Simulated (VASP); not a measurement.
# Al (a cell with a defect) in VASP: further runs

The runs below take Al (a cell with a defect) through relaxation of the atoms, single point, with PBE+D3(BJ).

Program: VASP 6.6.1. These are calculated values, not measurements. Logs are shortened: lines on timing, memory, paths and dates and some standing lists are left out, and cuts for length are marked.

**1. The cell of the first run**

The cell holds a defect, 31 atoms: a = 8.100 Å, b = 8.100 Å, c = 8.100 Å, α = 90.00°, β = 90.00°, γ = 90.00°.

**2. Relaxation of the atoms, PBE+D3(BJ)**

File INCAR:

```
PREC = Accurate ; ENCUT = 520
EDIFF = 1E-6 ; ISMEAR = -1
SIGMA = 0.05 ; LREAL = Auto
LASPH = T ; NELM = 80
ALGO = Normal ; ISIF = 2
LWAVE = F ; LCHARG = F
GGA = PE ; IVDW = 12
IBRION = 2 ; NSW = 80
EDIFFG = -0.03
```

File KPOINTS:

```
Automatic mesh
0
Gamma
  3 3 3
```

File POSCAR:

```
Al
1.0
    8.1000000000      0.0000000000      0.0000000000
    0.0000000000      8.1000000000      0.0000000000
    0.0000000000      0.0000000000      8.1000000000
Al
31
Direct
    0.5000000000      0.0000000000      0.0000000000
    0.7500000000      0.2500000000      0.0000000000
    0.7500000000      0.0000000000      0.2500000000
    0.0000000000      0.0000000000      0.0000000000
    0.2500000000      0.2500000000      0.0000000000
    0.5000000000      0.5000000000      0.0000000000
    0.7500000000      0.7500000000      0.0000000000
    0.2500000000      0.0000000000      0.2500000000
    0.2500000000      0.5000000000      0.2500000000
    0.7500000000      0.5000000000      0.2500000000
    0.5000000000      0.0000000000      0.5000000000
    0.7500000000      0.2500000000      0.5000000000
    0.7500000000      0.0000000000      0.7500000000
    0.0000000000      0.5000000000      0.0000000000
    0.2500000000      0.7500000000      0.0000000000
    0.0000000000      0.2500000000      0.2500000000
    0.5000000000      0.7500000000      0.2500000000
    0.0000000000      0.0000000000      0.5000000000
    0.2500000000      0.2500000000      0.5000000000
    0.5000000000      0.5000000000      0.5000000000
    0.7500000000      0.7500000000      0.5000000000
    0.2500000000      0.0000000000      0.7500000000
    0.5000000000      0.2500000000      0.7500000000
    0.7500000000      0.5000000000      0.7500000000
    0.0000000000      0.7500000000      0.2500000000
    0.0000000000      0.5000000000      0.5000000000
    0.2500000000      0.7500000000      0.5000000000
    0.0000000000      0.2500000000      0.7500000000
    0.2500000000      0.5000000000      0.7500000000
    0.5000000000      0.7500000000      0.7500000000
    0.0000000000      0.7500000000      0.7500000000
```

Potentials or basis: VASP PAW PBE potentials, release 64 (Al).

The run is started by

```console
> cat potpaw_PBE.64/Al/POTCAR > POTCAR
> mpirun -np 1 vasp_std > vasp.out
```

OUTCAR:

```text
PREC = Accurate
   ENCUT = 520
   EDIFF = 1E-6
   ISMEAR = -1
   LREAL = Auto
   LASPH = T
   NELM = 80
   ISIF = 2
   GGA = PE
   IVDW = 12
   IBRION = 2
   NSW = 80
   EDIFFG = -0.03
 IVDW          = 12

 ion  position               nearest neighbor table
   1  0.500  0.000  0.000-   2 2.86   3 2.86   5 2.86   7 2.86   8 2.86  13 2.86  15 2.86  17 2.86
                            22 2.86  23 2.86  30 2.86
   2  0.750  0.250  0.000-   1 2.86   3 2.86   4 2.86   6 2.86  10 2.86  13 2.86  14 2.86  16 2.86
                            23 2.86  24 2.86  28 2.86
   3  0.750  0.000  0.250-   1 2.86   2 2.86   4 2.86   7 2.86  11 2.86  12 2.86  16 2.86  17 2.86
                            18 2.86  21 2.86  25 2.86
   4  0.000  0.000  0.000-   2 2.86   3 2.86   5 2.86   7 2.86   8 2.86  13 2.86  15 2.86  16 2.86
                            22 2.86  25 2.86  28 2.86  31 2.86
   5  0.250  0.250  0.000-   1 2.86   4 2.86   6 2.86   8 2.86   9 2.86  14 2.86  16 2.86  22 2.86
                            23 2.86  28 2.86  29 2.86
   6  0.500  0.500  0.000-   2 2.86   5 2.86   7 2.86   9 2.86  10 2.86  15 2.86  17 2.86  23 2.86
                            24 2.86  29 2.86  30 2.86
   7  0.750  0.750  0.000-   1 2.86   3 2.86   4 2.86   6 2.86  10 2.86  13 2.86  14 2.86  17 2.86
                            24 2.86  25 2.86  30 2.86  31 2.86
   8  0.250  0.000  0.250-   1 2.86   4 2.86   5 2.86  11 2.86  15 2.86  16 2.86  17 2.86  18 2.86
                            19 2.86  25 2.86  27 2.86
   9  0.250  0.500  0.250-   5 2.86   6 2.86  14 2.86  15 2.86  16 2.86  17 2.86  19 2.86  20 2.86
[... 31 lines left out ...]
  25  0.000  0.750  0.250-   3 2.86   4 2.86   7 2.86   8 2.86   9 2.86  10 2.86  14 2.86  15 2.86
                            18 2.86  21 2.86  26 2.86  27 2.86
  26  0.000  0.500  0.500-   9 2.86  10 2.86  12 2.86  16 2.86  19 2.86  21 2.86  24 2.86  25 2.86
                            27 2.86  28 2.86  29 2.86  31 2.86
  27  0.250  0.750  0.500-   8 2.86   9 2.86  11 2.86  17 2.86  18 2.86  20 2.86  22 2.86  25 2.86
                            26 2.86  29 2.86  30 2.86  31 2.86
  28  0.000  0.250  0.750-   2 2.86   4 2.86   5 2.86  12 2.86  13 2.86  14 2.86  18 2.86  19 2.86
                            22 2.86  24 2.86  26 2.86  29 2.86
  29  0.250  0.500  0.750-   5 2.86   6 2.86  14 2.86  15 2.86  19 2.86  20 2.86  23 2.86  26 2.86
                            27 2.86  28 2.86  30 2.86  31 2.86
  30  0.500  0.750  0.750-   1 2.86   6 2.86   7 2.86  11 2.86  13 2.86  15 2.86  20 2.86  21 2.86
                            22 2.86  24 2.86  27 2.86  29 2.86
  31  0.000  0.750  0.750-   4 2.86   7 2.86  13 2.86  14 2.86  15 2.86  18 2.86  21 2.86  22 2.86
                            24 2.86  26 2.86  27 2.86  29 2.86

  LATTYP: Found a simple cubic cell.
 ALAT       =     8.1000000000

  Lattice vectors:

 A1 = (   8.1000000000,   0.0000000000,   0.0000000000)
 A2 = (   0.0000000000,   8.1000000000,   0.0000000000)
 A3 = (   0.0000000000,   0.0000000000,   8.1000000000)

Analysis of symmetry for initial positions (statically):
=====================================================================
 Subroutine PRICEL returns:
 Original cell was already a primitive cell.

 Routine SETGRP: Setting up the symmetry group for a
 simple cubic supercell.

 Subroutine GETGRP returns: Found 48 space group operations
[... 149 lines left out ...]
   ICHARG =      2    charge: 1-file 2-atom 10-const
   ISPIN  =      1    spin polarized calculation?
   LNONCOLLINEAR =      F non collinear calculations
   LSORBIT =      F    spin-orbit coupling
   LASPH  =      T    aspherical Exc in radial PAW
   ENCUT  =  520.0 eV  38.22 Ry    6.18 a.u.  15.06 15.06 15.06*2*pi/ulx,y,z
   NELM   =     80;   NELMIN=  2; NELMDL= -5     # of ELM steps
   EDIFF  = 0.1E-05   stopping-criterion for ELM
   LREAL  =      T    real-space projection
   EDIFFG = -.3E-01   stopping-criterion for IOM
   NSW    =     80    number of steps for IOM
   IBRION =      2    ionic relax: 0-MD 1-quasi-New 2-CG
   NFREE  =      1    steps in history (QN), initial steepest desc. (CG)
   ISIF   =      2    stress and relaxation
   ISYM   =      2    0-nonsym 1-usesym 2-fastsym
   POTIM  = 0.5000    time-step for ionic-motion
   TEBEG  =    0.0;   TEEND  =   0.0 temperature during run
   PSTRESS=    0.0 pullay stress
   NELECT =      93.0000    total number of electrons
   NUPDOWN=      -1.0000    fix difference up-down
   EMIN   =  10.00;   EMAX   =-10.00  energy-range for DOS
   EFERMI =   0.00;   METHOD = LEGACY
   ISMEAR =    -1;   SIGMA  =   0.05  broadening in eV -4-tet -1-fermi 0-gaus
   EFERMI_NEDOS =   21; number of points for ismear=-14 and -15
   IALGO  =     38    algorithm
   IMIX   =      4    mixing-type and parameters
     AMIX     =   0.40;   BMIX     =  1.00
     AMIX_MAG =   1.60;   BMIX_MAG =  1.00
  volume/ion in A,a.u.               =      17.14       115.69
  Fermi-wavevector in a.u.,A,eV,Ry     =   0.915695  1.730412 11.408446  0.838497
  Thomas-Fermi vector in A             =   2.040466
   LORBIT       =      0    0 simple, 1 ext, 2 COOP (PROOUT), +10 PAW based schemes
   GGA     = PE    functional components
   LHFCALC =     F    Hartree Fock is set to
   AEXX    =    0.0000 exact exchange contribution
   IVDW    =    12    specifies the selected vdW correction
   LEPSILON=     F    determine dielectric tensor
   LRPA    =     F    only Hartree local field effects (RPA)
 conjugate gradient relaxation of ions
 non-spin polarized calculation
  energy-cutoff  :      520.00
  volume of cell :      531.44
 maximum number of plane-waves:     14358
   NGX = 31   NGY = 31   NGZ = 31

--------------------------------------- Ionic step        1  -------------------------------------------

 number of electron      93.0000000 magnetization

 Free energy of the ion-electron system (eV)
  ---------------------------------------------------
  ext. energy  EPLUGINS =         0.00000000
  ---------------------------------------------------
  free energy    TOTEN  =      -115.96591500 eV

  energy without entropy =     -115.88704073  energy(sigma->0) =     -115.92647786

------------------------ aborting loop because EDIFF is reached ----------------------------------------

 Edisp (eV)  -10.02357

 E8    (eV) :    -4.4814
[... 198 lines left out ...]
--------------------------------------- Ionic step        4  -------------------------------------------

 number of electron      92.9999999 magnetization

 Free energy of the ion-electron system (eV)
  ---------------------------------------------------
  ext. energy  EPLUGINS =         0.00000000
  ---------------------------------------------------
  free energy    TOTEN  =      -115.99287203 eV

  energy without entropy =     -115.90991753  energy(sigma->0) =     -115.95139478

 E-fermi :   7.4543     XC(G=0): -10.0282

 val. band max:        7.4067083267   @ k =   0.3333   0.3333   0.3333
 cond. band min:       7.4623190205   @ k =   0.3333   0.3333   0.3333
 fundamental gap:      0.0556106938
 Fermi energy:         7.4542838329

 k-point     1 :       0.0000    0.0000    0.0000
  band No.  band energies     occupation
      1      -3.3759      2.00000
      2      -1.2138      2.00000
      3      -1.2138      2.00000
      4      -1.1749      2.00000
      5      -1.1749      2.00000
      6      -1.1749      2.00000
[... 233 lines left out ...]
     57       9.2661      0.00000
     58       9.5292      0.00000
 [bands above 58 left out]

------------------------ aborting loop because EDIFF is reached ----------------------------------------

 Edisp (eV)  -10.02481

 E8    (eV) :    -4.4821
[... 54 lines left out ...]
  FREE ENERGIE OF THE ION-ELECTRON SYSTEM (eV)
  ---------------------------------------------------
  free  energy   TOTEN  =      -126.0176849243 eV

  energy  without entropy=     -125.9347304191  energy(sigma->0) =     -125.97620767

 reached required accuracy - stopping structural energy minimisation
```

OSZICAR:

```text
N       E                     dE             d eps       ncg     rms          rms(c)
DAV:   1     0.131750238607E+03    0.13175E+03   -0.32216E+04   496   0.119E+03
DAV:   2    -0.102325070572E+03   -0.23408E+03   -0.22255E+03   576   0.150E+02
DAV:   3    -0.116509460538E+03   -0.14184E+02   -0.13556E+02   624   0.298E+01
DAV:   4    -0.116900493005E+03   -0.39103E+00   -0.38368E+00   624   0.515E+00
[... 28 lines left out ...]
       N       E                     dE             d eps       ncg     rms          rms(c)
DAV:   1    -0.115992889525E+03   -0.46585E-03   -0.13833E-02   518   0.366E-01    0.372E-02
DAV:   2    -0.115992876156E+03    0.13370E-04   -0.67899E-04   530   0.924E-02    0.197E-02
DAV:   3    -0.115992872086E+03    0.40699E-05   -0.32923E-05   636   0.176E-02    0.139E-02
DAV:   4    -0.115992872035E+03    0.51107E-07   -0.28226E-06   434   0.568E-03
   4 F= -.12601768E+03 E0= -.12597621E+03  d E =-.281976E-01
```

CONTCAR:

```text
Al
   1.00000000000000
     8.0999999999999996    0.0000000000000000    0.0000000000000000
     0.0000000000000000    8.0999999999999996    0.0000000000000000
     0.0000000000000000    0.0000000000000000    8.0999999999999996
  Al
    31
Direct
     0.5000000000000000    0.0017458686282002    0.0017458686282002
     0.7482541313717999    0.2500000000000000    0.0017458686282002
     0.7482541313717999    0.0017458686282002    0.2500000000000000
     0.0000000000000000    0.9985878942542247    0.9985878942542247
     0.2517458686282001    0.2500000000000000    0.0017458686282002
     0.5000000000000000    0.4982541313717999    0.0017458686282002
[... 23 lines left out ...]
     0.5000000000000000    0.7500000000000000    0.7500000000000000
     0.0000000000000000    0.7500000000000000    0.7500000000000000

  0.00000000E+00  0.00000000E+00  0.00000000E+00
  0.00000000E+00  0.00000000E+00  0.00000000E+00
  0.00000000E+00  0.00000000E+00  0.00000000E+00
  0.00000000E+00  0.00000000E+00  0.00000000E+00
  0.00000000E+00  0.00000000E+00  0.00000000E+00
  0.00000000E+00  0.00000000E+00  0.00000000E+00
[... 23 lines left out ...]
  0.00000000E+00  0.00000000E+00  0.00000000E+00
  0.00000000E+00  0.00000000E+00  0.00000000E+00
```

Run time: 5.2 min. Hardware: 1 thread of Intel Xeon Platinum 8488C (Sapphire Rapids), shared host; peak memory 0.56 GiB.

Results:

| Property | Result |
| --- | --- |
| Free energy | -126.0177 eV |
| Energy gained by relaxing | 0.9 meV/atom |
| Ionic steps | 4 |
| Pressure after relaxing | -4.3 GPa |
| Largest force after relaxing | 0.020 eV/Å |
| Band gap on the k mesh | zero (an odd number of electrons rules out a gap without spin polarisation) |
| Dispersion energy per atom | -0.323 eV |

Forces on the atoms (eV/Å):
```
Al   0.000  0.011  0.011
Al  -0.011  0.000  0.011
Al  -0.011  0.011  0.000
Al   0.000  0.014  0.014
Al   0.011  0.000  0.011
Al   0.000 -0.011  0.011
Al  -0.014  0.000  0.014
Al   0.011  0.011  0.000
Al   0.011 -0.011  0.000
Al  -0.011 -0.011  0.000
Al   0.000  0.011 -0.011
Al  -0.011  0.000 -0.011
Al  -0.014  0.014  0.000
Al   0.000 -0.014  0.014
Al   0.014  0.000  0.014
Al   0.000  0.000  0.000
Al   0.000  0.000  0.000
Al   0.000  0.014 -0.014
Al   0.011  0.000 -0.011
Al   0.000 -0.011 -0.011
Al  -0.014  0.000 -0.014
Al   0.014  0.014  0.000
Al   0.000  0.000  0.000
Al  -0.014 -0.014  0.000
Al   0.000  0.000  0.000
Al   0.000 -0.014 -0.014
Al   0.014  0.000 -0.014
Al   0.000  0.000  0.000
Al   0.014 -0.014  0.000
Al   0.000  0.000  0.000
Al   0.000  0.000  0.000
```

The path:
| step | energy change (eV) | largest force (eV/Å) | pressure (GPa) |
| --- | --- | --- | --- |
| 1 | 0.0000 | 0.1373 | -4.29 |
| 2 | -0.0151 | 0.1024 | -4.27 |
| 3 | -0.0279 | 0.0342 | -4.28 |
| 4 | -0.0282 | 0.0201 | -4.28 |

Final structure:
```
Al
1.0
     8.10000    0.00000    0.00000
     0.00000    8.10000    0.00000
     0.00000    0.00000    8.10000
Al
31
Direct
  0.50000 0.00175 0.00175
  0.74825 0.25000 0.00175
  0.74825 0.00175 0.25000
  0.00000 0.99859 0.99859
  0.25175 0.25000 0.00175
  0.50000 0.49825 0.00175
  0.75141 0.75000 0.99859
  0.25175 0.00175 0.25000
  0.25175 0.49825 0.25000
  0.74825 0.49825 0.25000
  0.50000 0.00175 0.49825
  0.74825 0.25000 0.49825
  0.75141 0.99859 0.75000
  0.00000 0.50141 0.99859
  0.24859 0.75000 0.99859
  0.00000 0.25000 0.25000
  0.50000 0.75000 0.25000
  0.00000 0.99859 0.50141
  0.25175 0.25000 0.49825
  0.50000 0.49825 0.49825
  0.75141 0.75000 0.50141
  0.24859 0.99859 0.75000
  0.50000 0.25000 0.75000
  0.75141 0.50141 0.75000
  0.00000 0.75000 0.25000
  0.00000 0.50141 0.50141
  0.24859 0.75000 0.50141
  0.00000 0.25000 0.75000
  0.24859 0.50141 0.75000
  0.50000 0.75000 0.75000
  0.00000 0.75000 0.75000
```

[end of part 1 of 2]

The gap in the log of VASP goes by the Fermi energy; the results here count the filled bands.